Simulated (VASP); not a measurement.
A run of VASP 6.6.1 is set up as follows.

INCAR

```
SYSTEM = Sr
ALGO = Fast
EDIFF = 1E-6
ENCUT = 520
GGA = CA
ISIF = 2
ISMEAR = 0
LASPH = .True.
LCHARG = .False.
LREAL = .False.
LWAVE = .False.
NBANDS = 11
NELM = 80
PREC = Accurate
SIGMA = 0.15
```

Contents of KPOINTS:

```
k-points
0
Gamma
  14 14 14
  0 0 0
```

The input POSCAR:

```
Sr
1.0
   -2.4250000000      2.4250000000      2.3522500000
    2.4250000000     -2.4250000000      2.3522500000
    2.4250000000      2.4250000000     -2.3522500000
Sr
1
Direct
    0.0000000000      0.0000000000      0.0000000000
```

Potentials or basis: VASP PAW LDA potentials, release 64 (Sr_sv).

Run with:

```console
$ cat potpaw_LDA.64/Sr_sv/POTCAR > POTCAR
$ mpirun -np 1 vasp_std > vasp.out
```

Problem. Estimate the pressure.

Solution. -1.6 GPa.

Problem. Estimate the band gap on the k mesh.

Solution. Zero (bands 5 and 6 overlap by 0.37 eV).

Stress tensor (GPa, compression positive):
```
-1.62  0.00  0.00
 0.00 -1.62  0.00
 0.00  0.00 -1.54
```

Caveat: the cell differs from its parent crystal (strain +0.000 along x and y, -0.030 along z).
